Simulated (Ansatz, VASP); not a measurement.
**Two plane-wave programs on NaF**

```
CELL_PARAMETERS angstrom
3.25070 0.00000 0.00000
-1.62535 2.81519 0.00000
0.00000 0.00000 5.75116
ATOMIC_POSITIONS crystal
Na 0.00000 0.00000 0.00000
Na 0.33333 0.66667 0.50000
F 0.66667 0.33333 0.25000
F 0.66667 0.33333 0.75000
```

Alike in both runs: functional PBE; k mesh 9 × 9 × 6; occupations gaussian, width 0.02 eV; no spin polarisation.

Ansatz relaxed the structure, and its values are those at the end. VASP's run is a single point on that final structure, the one shown.

|  | VASP | Ansatz |
| --- | --- | --- |
| version | VASP 6.6.1 | Ansatz 0.2.0 |
| potentials or method | VASP PAW PBE potentials, release 64 (Na_pv, F), cutoff 520 eV | scalar-relativistic, plane waves, PAW |
| valence electrons in the cell | 28 | 32 |

|  | VASP | Ansatz | Ansatz less VASP |
| --- | --- | --- | --- |
| gap on the k mesh at the Fermi level (eV) | 5.50 | 5.52 | +0.015 |
| least direct gap on the mesh (eV) | 5.57 | 5.58 | +0.015 |
| pressure (GPa) | -0.1 | 0.0 | +0.16 |

With one functional, cell and mesh, what is left measures potentials, basis and numerics. VASP's potentials hold 28 valence electrons a cell and Ansatz's 32, so a difference there can come from the potentials and not from the codes.
